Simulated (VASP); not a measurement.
Set up this calculation in VASP 6.6.1, as the native input.

```yaml
Task: single point
Functional: PBEsol
Potentials_or_basis: VASP PAW PBE potentials, release 64 (Cu)
Cutoff: 520 eV
k_mesh: 14 × 14 × 14
Occupations: fermi-dirac, width 0.1 eV
Spin: no spin polarisation
Dipole_correction: no
Further_INCAR_settings: ALGO = Normal; EDIFF = 1e-06; NBANDS = 18
```

The structure of Cu lies in POSCAR:

```
Cu
1.0
    0.0000000000      2.6159309386      2.6159309386
    2.6159309386      0.0000000000      2.6159309386
    2.6159309386      2.6159309386      0.0000000000
Cu
2
Direct
   -0.1250000000     -0.1250000000     -0.1250000000
    0.1250000000      0.1250000000      0.1250000000
```

These files were run (other wordings do the same):

INCAR

```
  ALGO = Normal
  EDIFF = 1E-6
  ENCUT = 520
  GGA = PS
  ISIF = 2
  ISMEAR = -1
  LASPH = True
  LCHARG = False
  LREAL = False
  LWAVE = False
  NBANDS = 18
  NELM = 100
  PREC = Accurate
  SIGMA = 0.1
```

KPOINTS

```
k-points
0
Gamma
  14 14 14
```

Potentials or basis: VASP PAW PBE potentials, release 64 (Cu).

The run is started by

```bash
$ cat potpaw_PBE.64/Cu/POTCAR > POTCAR
$ mpirun -np 1 vasp_std > vasp.out
```

It gave:

* Pressure: 0.0 GPa
* Band gap on the k mesh: zero (band 11 reaches 3.75 eV, above the bottom of band 12 at 2.78 eV)

Caveat: the PAW data sets were made with another functional, which shifts forces and pressure a little.

It took 30 s on 1 thread of AMD EPYC 9R45 96-Core Processor (Zen 5) (shared host), peak memory 0.16 GiB.
